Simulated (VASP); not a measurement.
Here is a VASP 6.6.1 calculation.

File POSCAR:

```
Rb
1.0
    5.7051759400      0.0000000000      0.0000000000
    0.0000000000      4.6118495400      0.0000000000
    0.0000000000      0.0000000000     12.3048916700
Rb
4
Direct
    0.0470000000      0.2500000000      0.1430000000
    0.4530000000      0.7500000000      0.6430000000
    0.5470000000      0.2500000000      0.8570000000
    0.9530000000      0.7500000000      0.3570000000
```

File INCAR.step1:

```
SYSTEM = Rb
PREC = Accurate
ENCUT = 520
ISMEAR = -1
SIGMA = 0.1
LREAL = .FALSE.
LASPH = .TRUE.
NELM = 60
NBANDS = 26
GGA = PE
ALGO = Normal
EDIFF = 1E-4
LWAVE = .TRUE.
LCHARG = .FALSE.
```

Contents of INCAR.step2:

```
SYSTEM = Rb
PREC = Accurate
ENCUT = 520
EDIFF = 1E-7
ISMEAR = -1
SIGMA = 0.1
LREAL = .FALSE.
LASPH = .TRUE.
NELM = 60
ALGO = Normal
ISIF = 2
LWAVE = .FALSE.
LCHARG = .FALSE.
METAGGA = R2SCAN
LMIXTAU = .TRUE.
NBANDS = 26
ISTART = 1
```

File KPOINTS:

```
regular mesh
0
G
  4 6 3
  0 0 0
```

Potentials or basis: VASP PAW PBE potentials, release 64 (Rb_sv).

The run is started by

```sh
$ cat potpaw_PBE.64/Rb_sv/POTCAR > POTCAR
$ cp INCAR.step1 INCAR
$ mpirun -np 1 vasp_std > vasp.out
$ cp INCAR.step2 INCAR
$ mpirun -np 1 vasp_std > vasp.out
```

Task: Estimate the pressure.

Result: 1.0 GPa.

Task: Predict the largest force.

Result: 0.701 eV/Å.

Stress tensor (GPa, compression positive):
```
-0.66  0.00  0.00
 0.00  1.76  0.00
 0.00  0.00  1.89
```

Caveat: the PAW data sets were made with another functional, which shifts forces and pressure a little.
